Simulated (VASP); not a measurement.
**ZnCu: single point with PBE**

Crystal: ZnCu.

```
Zn Cu
1.0
     2.94500    0.00000    0.00000
     0.00000    2.94500    0.00000
     0.00000    0.00000    2.94500
Zn Cu
1 1
Direct
  0.50000 0.50000 0.50000
  0.00000 0.00000 0.00000
```

```json
{
  "Program": "VASP 6.6.1",
  "Task": "single point",
  "Functional": "PBE",
  "Potentials or basis": "VASP PAW PBE potentials, release 64 (Zn, Cu)",
  "Cutoff": "520 eV",
  "k mesh": "8 × 8 × 8",
  "Occupations": "fermi-dirac, width 0.1 eV",
  "Spin": "no spin polarisation",
  "Dipole correction": "no",
  "Further INCAR settings": "ALGO = Normal; EDIFF = 1e-07; NBANDS = 18"
}
```

```
Pressure               : 3.0 GPa
Band gap on the k mesh : zero (an odd number of electrons rules out a gap without spin polarisation)
```

Levels at points of the mesh, in eV from the Fermi level:
| k point | band 7 | band 8 | band 9 | band 10 | band 11 | band 12 | band 13 | band 14 | band 15 | band 16 |
| --- | --- | --- | --- | --- | --- | --- | --- | --- | --- | --- |
| (0.00, 0.00, 0.00) | -3.38 | -3.38 | -2.54 | -2.54 | -2.54 | 6.42 | 6.42 | 6.42 | 11.45 | 11.45 |
| (0.50, 0.00, 0.00) | -4.97 | -3.50 | -3.09 | -3.09 | -2.61 | -1.81 | 11.90 | 11.90 | 12.53 | 12.53 |
| (0.50, 0.50, 0.00) | -3.18 | -2.69 | -2.69 | -2.30 | -1.70 | -1.70 | 1.95 | 2.30 | 14.13 | 15.72 |
| (0.50, 0.50, 0.50) | -4.10 | -4.10 | -2.28 | -2.28 | 4.05 | 4.53 | 4.53 | 4.53 | 4.71 | 4.71 |

It took 30 s on 1 thread of AMD EPYC 7R13 (shared host), peak memory 0.12 GiB.

Caveat: the cell stands under pressure.
